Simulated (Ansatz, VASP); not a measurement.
## Two plane-wave programs on LiBr

File POSCAR:

```
LiBr
1.0
    0.0000000000      2.6675826783      2.6675826783
    2.6675826783      0.0000000000      2.6675826783
    2.6675826783      2.6675826783      0.0000000000
Li Br
1 1
Direct
    0.0000000000      0.0000000000      0.0000000000
    0.5000000000      0.5000000000      0.5000000000
```

INCAR.step1

```
PREC = Accurate
ENCUT = 720
ISMEAR = -1
SIGMA = 0.03
LREAL = False
LASPH = True
NELM = 120
NBANDS = 12
GGA = PE
ALGO = Normal
EDIFF = 1E-5
LWAVE = True
LCHARG = False
GGA_COMPAT = False
```

The input INCAR.step2:

```
PREC = Accurate
ENCUT = 720
EDIFF = 1E-8
ISMEAR = -1
SIGMA = 0.03
LREAL = False
LASPH = True
NELM = 120
ALGO = Normal
ISIF = 2
LWAVE = False
LCHARG = False
METAGGA = R2SCAN
LMIXTAU = True
LEFG = True
NBANDS = 12
ISTART = 1
GGA_COMPAT = False
```

KPOINTS

```
regular mesh
0
Gamma
  10 10 10
```

Input for Ansatz:

```yaml
crystal:
  lattice:
    - [0.0, 2.6675826783, 2.6675826783]
    - [2.6675826783, 0.0, 2.6675826783]
    - [2.6675826783, 2.6675826783, 0.0]
  atoms:
    - { symbol: Li, position: [0.0, 0.0, 0.0] }
    - { symbol: Br, position: [0.5, 0.5, 0.5] }
kpoints:
  mp_grid: { grid: [10, 10, 10] }
scf:
  occupations: { method: fermi_dirac, width: 0.03 }
hamiltonian:
  xc: r2scan
  pseudopotentials: { kind: paw }
output:
  forces: true
  stress: true
  eigenvalues: true
  efg: { contact_densities: true }
  write_density: true
  write_potential: true
  elf: true
  volumetric_format: npy
```

Change from the starting cell: volume scaled by 0.9405, PAW files.

Alike in both runs: task electric field gradients; functional r2SCAN; k mesh 10 × 10 × 10; occupations fermi-dirac, width 0.03 eV; no spin polarisation.

```csv
,VASP,Ansatz
version,VASP 6.6.1,Ansatz 0.2.0
potentials or method,"VASP PAW PBE potentials, release 64 (Li_sv, Br)","PAW with Ansatz's default frozen-core files, scalar-relativistic"
plane-wave cutoff (eV),720,500
valence electrons in the cell,10,10
```

Ansatz gave:

- gap on the k mesh at the Fermi level (eV): 6.30
- pressure (GPa): 2.7

What did VASP give for the same quantities?

gap on the k mesh at the Fermi level (eV): 6.36; pressure (GPa): 2.3.

VASP's potentials were made for PBE, not for r2SCAN.
